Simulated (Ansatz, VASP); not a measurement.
**One calculation of In, two programs**

```xyz
1
Lattice="-1.7715 1.7715 2.1258 1.7715 -1.7715 2.1258 1.7715 1.7715 -2.1258" Properties=species:S:1:pos:R:3 pbc="T T T"
In    0.0000    0.0000    0.0000
```

Alike in both runs: task single point; functional PBEsol; k mesh 20 × 20 × 20; occupations gaussian, width 0.15 eV; no spin polarisation.

```csv
,VASP,Ansatz
version,VASP 6.6.1,Ansatz 0.2.0
potentials or method,"VASP PAW PBE potentials, release 64 (In_d), cutoff 520 eV","scalar-relativistic, plane waves, PAW"
valence electrons in the cell,13,13
```

|  | VASP | Ansatz | Ansatz less VASP |
| --- | --- | --- | --- |
| gap on the k mesh at the Fermi level (eV) | none | none | - |
| pressure (GPa) | -1.7 | -1.7 | +0.01 |
| traceless stress, the component that is largest in VASP (GPa) | 0.51 | 0.51 | -0.001 |

VASP's potentials were made for PBE, not for PBEsol. A gap of «none» marks a metal or a gap that the smearing closes. The functional is the same, so the differences come from potentials, cutoffs and numerics.
